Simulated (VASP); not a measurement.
CsBr:

```
Cs Br
1.0
     4.31960    0.00000    0.00000
     0.00000    4.31960    0.00000
     0.00000    0.00000    4.31960
Cs Br
1 1
Direct
  0.00000 0.00000 0.00000
  0.50000 0.50000 0.50000
```

Base run:

| Item | Value |
| --- | --- |
| Program | VASP 6.6.1 |
| Functional | PBE-based screened hybrid with 15 % exact exchange |
| Potentials or basis | VASP PAW PBE potentials, release 64 (Cs_sv, Br) |
| Cutoff | 400 eV |
| k mesh | 4 × 4 × 4 |
| Occupations | gaussian, width 0.01 eV |
| Spin | no spin polarisation |

Its results: band gap on the k mesh 5.33 eV (least direct gap 5.33 eV); pressure 0.5 GPa.

Question: The run is repeated on the same cell with these changes: functional from PBE-based screened hybrid with 15 % exact exchange to PBE-based screened hybrid with 10 % exact exchange; share of exact exchange from 0.15 to 0.1. What comes out?

Answer: Band gap on the k mesh 5.02 eV (least direct gap 5.03 eV); pressure 0.5 GPa.

Caveats: the PAW data sets were made with another functional, which shifts forces and pressure a little; spin-orbit coupling is left out, which moves the levels of the heavy elements.

